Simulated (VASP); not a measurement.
# LiNbO3 (R3c) in VASP: relaxation of the atoms with LDA

Aim: the relaxation of the atoms of LiNbO3 with LDA.

Program: VASP 6.6.1. These are calculated values, not measurements. Logs are shortened: lines on timing, memory, paths and dates and some standing lists are left out, and cuts for length are marked.

## Step 1: The cell of the first run

The structure is trigonal, space group R3c (No. 161). The conventional cell has a = 5.124 Å, b = 5.124 Å, c = 13.555 Å, α = 90.00°, β = 90.00°, γ = 120.00°. Within 2.7 Å of Li (site symmetry 3) lie 6 O at 1.93 to 2.60 Å. Nb (site symmetry 3) has 6 O at 1.93 to 2.00 Å within 2.6 Å. O (site symmetry 1) has 2 Nb at 1.93 to 2.00 Å and 3 Li at 1.93 to 2.95 Å and 10 O at 2.77 to 2.99 Å within 3.0 Å.

## Step 2: Relaxation of the atoms, LDA

The input, INCAR:

```
SYSTEM = LiNbO3
ALGO = Normal ; EDIFF = 1E-7
EDIFFG = -0.01 ; ENCUT = 650
GGA_COMPAT = .FALSE. ; IBRION = 2
ISIF = 2 ; ISMEAR = 0
KPAR = 4 ; LASPH = .TRUE.
LCHARG = .FALSE. ; LREAL = .FALSE.
LWAVE = .FALSE. ; NELM = 120
NELMIN = 4 ; NSW = 80
PREC = Accurate ; SIGMA = 0.05
```

The input, KPOINTS:

```
k-points
0
G
  6 6 6
  0 0 0
```

The input, POSCAR:

```
LiNbO3
1.0
    2.5620337041      1.4791908488      4.5184286557
   -2.5620337041      1.4791908488      4.5184286557
    0.0000000000     -2.9583816974      4.5184286558
Li Nb O
2 2 6
Direct
    0.2610657938      0.2610657938      0.2610657938
    0.7610657938      0.7610657938      0.7610657938
    0.0013610750      0.0013610750      0.0013610750
    0.5013610750      0.5013610750      0.5013610750
    0.1223931208      0.3715248056      0.7433782080
    0.7433782080      0.1223931208      0.3715248056
    0.3715248056      0.7433782080      0.1223931208
    0.8715248056      0.6223931208      0.2433782080
    0.2433782080      0.8715248056      0.6223931208
    0.6223931208      0.2433782080      0.8715248056
```

Potentials or basis: VASP PAW LDA potentials, release 64 (Li_sv, Nb_sv, O).

On the command line:

```
> cat potpaw_LDA.64/Li_sv/POTCAR potpaw_LDA.64/Nb_sv/POTCAR potpaw_LDA.64/O/POTCAR > POTCAR
> mpirun -np 4 vasp_std > vasp.out
```

OUTCAR:

```text
SYSTEM = LiNbO3
   EDIFF = 1E-7
   EDIFFG = -0.01
   ENCUT = 650
   IBRION = 2
   ISIF = 2
   ISMEAR = 0
   LASPH = .TRUE.
   LREAL = .FALSE.
   NELM = 120
   NELMIN = 4
   NSW = 80
   PREC = Accurate

 ion  position               nearest neighbor table
   1  0.261  0.261  0.261-   9 1.93  10 1.93   8 1.93
   2  0.761  0.761  0.761-   7 1.93   6 1.93   5 1.93
   3  0.001  0.001  0.001-   5 1.93   7 1.93   6 1.93   8 2.00  10 2.00   9 2.00
   4  0.501  0.501  0.501-   8 1.93   9 1.93  10 1.93   5 2.00   6 2.00   7 2.00
   5  0.122  0.372  0.743-   3 1.93   2 1.93   4 2.00
   6  0.743  0.122  0.372-   3 1.93   2 1.93   4 2.00
   7  0.372  0.743  0.122-   3 1.93   2 1.93   4 2.00
   8  0.872  0.622  0.243-   4 1.93   1 1.93   3 2.00
   9  0.243  0.872  0.622-   4 1.93   1 1.93   3 2.00
  10  0.622  0.243  0.872-   4 1.93   1 1.93   3 2.00

  LATTYP: Found a trigonal (rhomboedric) cell.
 ALAT       =     5.4007610376
 COS(alpha) =     0.5499199643

  Lattice vectors:

 A1 = (   2.5620337041,   1.4791908488,   4.5184286557)
 A2 = (  -2.5620337041,   1.4791908488,   4.5184286557)
 A3 = (   0.0000000000,  -2.9583816974,   4.5184286558)

Analysis of symmetry for initial positions (statically):
=====================================================================
 Subroutine PRICEL returns:
 Original cell was already a primitive cell.

 Routine SETGRP: Setting up the symmetry group for a
 trigonal (rhombohedral) supercell.

 Subroutine GETGRP returns: Found  6 space group operations
 (whereof  3 operations were pure point group operations)
 out of a pool of 12 trial point group operations.

The static configuration has the point symmetry C_3 .
 The point group associated with its full space group is C_3v.

Analysis of symmetry for dynamics (positions and initial velocities):
=====================================================================
 Subroutine PRICEL returns:
 Original cell was already a primitive cell.

 Routine SETGRP: Setting up the symmetry group for a
 trigonal (rhombohedral) supercell.

 Subroutine GETGRP returns: Found  6 space group operations
 (whereof  3 operations were pure point group operations)
 out of a pool of 12 trial point group operations.

The dynamic configuration has the point symmetry C_3 .
 The point group associated with its full space group is C_3v.

 Subroutine INISYM returns: Found  6 space group operations
 (whereof  3 operations are pure point group operations),
 and found     1 'primitive' translations

----------------------------------------------------------------------------------------

                                     Primitive cell

  volume of cell :     102.7419

  direct lattice vectors                    reciprocal lattice vectors
     2.562033704  1.479190849  4.518428656     0.195157464  0.112674214  0.073771959
    -2.562033704  1.479190849  4.518428656    -0.195157464  0.112674214  0.073771959
     0.000000000 -2.958381697  4.518428656     0.000000000 -0.225348429  0.073771959

  length of vectors
     5.400761038  5.400761038  5.400761038     0.237116461  0.237116461  0.237116461

  position of ions in fractional coordinates (direct lattice)
     0.261065794  0.261065794  0.261065794
     0.761065794  0.761065794  0.761065794
     0.001361075  0.001361075  0.001361075
     0.501361075  0.501361075  0.501361075
     0.122393121  0.371524806  0.743378208
     0.743378208  0.122393121  0.371524806
     0.371524806  0.743378208  0.122393121
     0.871524806  0.622393121  0.243378208
     0.243378208  0.871524806  0.622393121
     0.622393121  0.243378208  0.871524806

  ion indices of the primitive-cell ions
   primitive index   ion index
                 1           1
                 2           2
                 3           3
                 4           4
                 5           5
                 6           6
                 7           7
                 8           8
                 9           9
                10          10

----------------------------------------------------------------------------------------

 KPOINTS: k-points

Automatic generation of k-mesh.
 Grid dimensions read from file:
 generate k-points for:    6    6    6

 Generating k-lattice:

  Cartesian coordinates                     Fractional coordinates (reciprocal lattice)
     0.032526244  0.018779036  0.012295326     0.166666667 -0.000000000  0.000000000
    -0.032526244  0.018779036  0.012295326    -0.000000000  0.166666667  0.000000000
     0.000000000 -0.037558071  0.012295326     0.000000000  0.000000000  0.166666667

  Length of vectors
     0.039519410  0.039519410  0.039519410

  Shift w.r.t. Gamma in fractional coordinates (k-lattice)
     0.000000000  0.000000000  0.000000000

 Subroutine IBZKPT returns following result:
 ===========================================

 Found     32 irreducible k-points:

 Following reciprocal coordinates:
            Coordinates               Weight
  0.000000  0.000000  0.000000      1.000000
  0.166667 -0.000000  0.000000      6.000000
  0.333333 -0.000000  0.000000      6.000000
  0.500000  0.000000  0.000000      3.000000
  0.166667  0.166667 -0.000000      6.000000
  0.333333  0.166667  0.000000     12.000000
[... 16 lines left out ...]
  0.500000  0.500000  0.166667      6.000000
 -0.333333  0.500000  0.166667     12.000000
 [... further k-points ...]
   k-points           NKPTS =     32   k-points in BZ     NKDIM =     32   number of bands    NBANDS=     40
   number of dos      NEDOS =    301   number of ions     NIONS =     10
   total plane-waves  NPLWV = 110592
   dimension x,y,z NGX =    48 NGY =   48 NGZ =   48
   dimension x,y,z NGXF=    96 NGYF=   96 NGZF=   96
   ions per type =               2   2   6
   NGX,Y,Z   is equivalent  to a cutoff of  14.78, 14.78, 14.78 a.u.
   NGXF,Y,Z  is equivalent  to a cutoff of  29.55, 29.55, 29.55 a.u.
 SYSTEM =  LiNbO3
   PREC   = accura    normal or accurate (medium, high low for compatibility)
   ISTART =      0    job   : 0-new  1-cont  2-samecut
   ICHARG =      2    charge: 1-file 2-atom 10-const
   ISPIN  =      1    spin polarized calculation?
   LNONCOLLINEAR =      F non collinear calculations
   LSORBIT =      F    spin-orbit coupling
   LASPH  =      T    aspherical Exc in radial PAW
   ENCUT  =  650.0 eV  47.77 Ry    6.91 a.u.  11.23 11.23 11.23*2*pi/ulx,y,z
   NELM   =    120;   NELMIN=  4; NELMDL= -5     # of ELM steps
   EDIFF  = 0.1E-06   stopping-criterion for ELM
   LREAL  =      F    real-space projection
   EDIFFG = -.1E-01   stopping-criterion for IOM
   NSW    =     80    number of steps for IOM
   IBRION =      2    ionic relax: 0-MD 1-quasi-New 2-CG
   NFREE  =      1    steps in history (QN), initial steepest desc. (CG)
   ISIF   =      2    stress and relaxation
   ISYM   =      2    0-nonsym 1-usesym 2-fastsym
   POTIM  = 0.5000    time-step for ionic-motion
   TEBEG  =    0.0;   TEEND  =   0.0 temperature during run
   PSTRESS=    0.0 pullay stress
   NELECT =      68.0000    total number of electrons
   NUPDOWN=      -1.0000    fix difference up-down
   EMIN   =  10.00;   EMAX   =-10.00  energy-range for DOS
   EFERMI =   0.00;   METHOD = LEGACY
   ISMEAR =     0;   SIGMA  =   0.05  broadening in eV -4-tet -1-fermi 0-gaus
   EFERMI_NEDOS =   21; number of points for ismear=-14 and -15
   IALGO  =     38    algorithm
   IMIX   =      4    mixing-type and parameters
     AMIX     =   0.40;   BMIX     =  1.00
     AMIX_MAG =   1.60;   BMIX_MAG =  1.00
  volume/ion in A,a.u.               =      10.27        69.33
  Fermi-wavevector in a.u.,A,eV,Ry     =   1.426687  2.696047 27.693767  2.035434
  Thomas-Fermi vector in A             =   2.546937
   LORBIT       =      0    0 simple, 1 ext, 2 COOP (PROOUT), +10 PAW based schemes
   GGA     = CA    functional components
   LHFCALC =     F    Hartree Fock is set to
   AEXX    =    0.0000 exact exchange contribution
   IVDW    =     0    specifies the selected vdW correction
   LEPSILON=     F    determine dielectric tensor
   LRPA    =     F    only Hartree local field effects (RPA)
 conjugate gradient relaxation of ions
 non-spin polarized calculation
 Gauss-broadening in eV      SIGMA  =   0.05
  energy-cutoff  :      650.00
  volume of cell :      102.74
 maximum number of plane-waves:      3887
 NGX is ok and might be reduce to    48
   NGX = 23   NGY = 23   NGZ = 23

--------------------------------------- Ionic step        1  -------------------------------------------

 number of electron      68.0000004 magnetization

 Free energy of the ion-electron system (eV)
  ---------------------------------------------------
  ext. energy  EPLUGINS =         0.00000000
  ---------------------------------------------------
  free energy    TOTEN  =       -87.42858262 eV

  energy without entropy =      -87.42858262  energy(sigma->0) =      -87.42858262

------------------------ aborting loop because EDIFF is reached ----------------------------------------

  FORCE on cell =-STRESS in cart. coord.  units (eV):
  Direction    XX          YY          ZZ          XY          YZ          ZX
  --------------------------------------------------------------------------------------
  -------------------------------------------------------------------------------------
  Total       -0.2405748     -0.2405748     -0.0124285      0.0000000      0.0000000      0.0000000
  in kB       -3.7515689     -3.7515689     -0.1938127      0.0000000      0.0000000      0.0000000
  external PRESSURE =      -2.5656502 kB  Pullay stress =       0.0000000 kB
[... 113 lines left out ...]
  FREE ENERGIE OF THE ION-ELECTRON SYSTEM (eV)
  ---------------------------------------------------
  free  energy   TOTEN  =       -87.4627079045 eV

  energy  without entropy=      -87.4627079045  energy(sigma->0) =      -87.46270790

[... ionic steps 4 to 12 ...]

--------------------------------------- Ionic step       13  -------------------------------------------

 number of electron      68.0000002 magnetization

------------------------ aborting loop because EDIFF is reached ----------------------------------------
[... 83 lines left out ...]
--------------------------------------- Ionic step       15  -------------------------------------------

 number of electron      68.0000001 magnetization

 Free energy of the ion-electron system (eV)
  ---------------------------------------------------
  ext. energy  EPLUGINS =         0.00000000
  ---------------------------------------------------
  free energy    TOTEN  =       -87.61774550 eV

  energy without entropy =      -87.61774550  energy(sigma->0) =      -87.61774550

 E-fermi :   3.8902     XC(G=0): -11.5139

 val. band max:        3.6097704038   @ k =   0.1667   0.1667   0.1667
 cond. band min:       7.0468194021   @ k =   0.0000   0.0000   0.0000
 fundamental gap:      3.4370489984
 Fermi energy:         3.8901971115

 k-point     1 :       0.0000    0.0000    0.0000
  band No.  band energies     occupation
      1     -50.1495      2.00000
      2     -50.1305      2.00000
      3     -37.7406      2.00000
      4     -37.7367      2.00000
      5     -26.6715      2.00000
      6     -26.6715      2.00000
[... 1021 lines left out ...]
     39       8.8384      0.00000
     40       9.0233      0.00000

 [... further k-points ...]

------------------------ aborting loop because EDIFF is reached ----------------------------------------

  FORCE on cell =-STRESS in cart. coord.  units (eV):
  Direction    XX          YY          ZZ          XY          YZ          ZX
  --------------------------------------------------------------------------------------
  -------------------------------------------------------------------------------------
  Total       -1.7705770     -1.7705770      0.1902562      0.0000000      0.0000000     -0.0000000
  in kB      -27.6107164    -27.6107164      2.9668923      0.0000000      0.0000000     -0.0000000
  external PRESSURE =     -17.4181802 kB  Pullay stress =       0.0000000 kB
[... 25 lines left out ...]
  FREE ENERGIE OF THE ION-ELECTRON SYSTEM (eV)
  ---------------------------------------------------
  free  energy   TOTEN  =       -87.6177454967 eV

  energy  without entropy=      -87.6177454967  energy(sigma->0) =      -87.61774550

 reached required accuracy - stopping structural energy minimisation
```

It took 9.9 min on 4 MPI ranks of Intel Xeon Platinum 8259CL at 2.50GHz (Skylake/Cascade Lake), shared host; peak memory 0.37 GiB.

What came out:

```
Free energy                  : -87.6177 eV
Energy gained by relaxing    : 18.9 meV/atom
Ionic steps                  : 15
Pressure after relaxing      : -1.7 GPa
Largest force after relaxing : 0.008 eV/Å
Band gap on the k mesh       : 3.44 eV (least direct gap 3.46 eV)
```

Forces on the atoms (eV/Å):
```
Li   0.000  0.000 -0.004
Li   0.000  0.000 -0.004
Nb   0.000  0.000  0.008
Nb   0.000  0.000  0.008
O    0.006  0.004 -0.001
O   -0.007  0.003 -0.001
O    0.001 -0.007 -0.001
O   -0.006  0.004 -0.001
O   -0.001 -0.007 -0.001
O    0.007  0.003 -0.001
```

The path:
| step | energy change (eV) | largest force (eV/Å) | pressure (GPa) |
| --- | --- | --- | --- |
| 1 | 0.0000 | 0.1853 | -0.26 |
| 2 | -0.0090 | 0.1730 | -0.30 |
| 3 | -0.0341 | 0.2064 | -0.34 |
| 4 | -0.0536 | 0.3752 | -0.10 |
| 5 | -0.0547 | 0.2822 | -0.20 |
| 6 | -0.0642 | 0.2897 | -0.46 |
| 7 | -0.0892 | 0.3046 | -1.26 |
| 8 | -0.1167 | 0.3180 | -2.98 |
| 9 | -0.1273 | 0.2925 | -2.94 |
| 10 | -0.1527 | 0.2934 | -2.78 |
| 11 | -0.1672 | 0.3671 | -2.24 |
| 12 | -0.1689 | 0.3465 | -2.42 |
| 13 | -0.1776 | 0.2397 | -2.36 |
| 14 | -0.1883 | 0.0739 | -2.14 |
| 15 | -0.1892 | 0.0084 | -1.74 |

Final structure:
```cif
data_structure
_symmetry_space_group_name_H-M 'P 1'
_symmetry_Int_Tables_number 1
_cell_length_a 5.4008
_cell_length_b 5.4008
_cell_length_c 5.4008
_cell_angle_alpha 56.638
_cell_angle_beta 56.638
_cell_angle_gamma 56.638
_cell_volume 102.74
loop_
_atom_site_label
_atom_site_type_symbol
_atom_site_fract_x
_atom_site_fract_y
_atom_site_fract_z
_atom_site_occupancy
Li1 Li 0.28637 0.28637 0.28637 1
Li2 Li 0.78637 0.78637 0.78637 1
Nb1 Nb 0.00406 0.00406 0.00406 1
Nb2 Nb 0.50406 0.50406 0.50406 1
O1 O 0.11567 0.36874 0.72489 1
O2 O 0.72489 0.11567 0.36874 1
O3 O 0.36874 0.72489 0.11567 1
O4 O 0.86874 0.61567 0.22489 1
O5 O 0.22489 0.86874 0.61567 1
O6 O 0.61567 0.22489 0.86874 1
```

Levels at points of the mesh, in eV from the valence-band top:
```tsv
k point	band 32	band 33	band 34	band 35	band 36	band 37
(0.00, 0.00, 0.00)	-0.46	-0.03	-0.03	3.44	3.44	3.80
(0.50, 0.00, 0.00)	-0.28	-0.19	-0.19	3.93	3.93	4.71
(0.50, 0.50, 0.00)	-0.63	-0.44	-0.22	3.50	4.07	4.57
(0.50, 0.50, 0.50)	-0.32	-0.32	-0.32	4.60	4.60	4.87
```

A k mesh can miss the band edges.
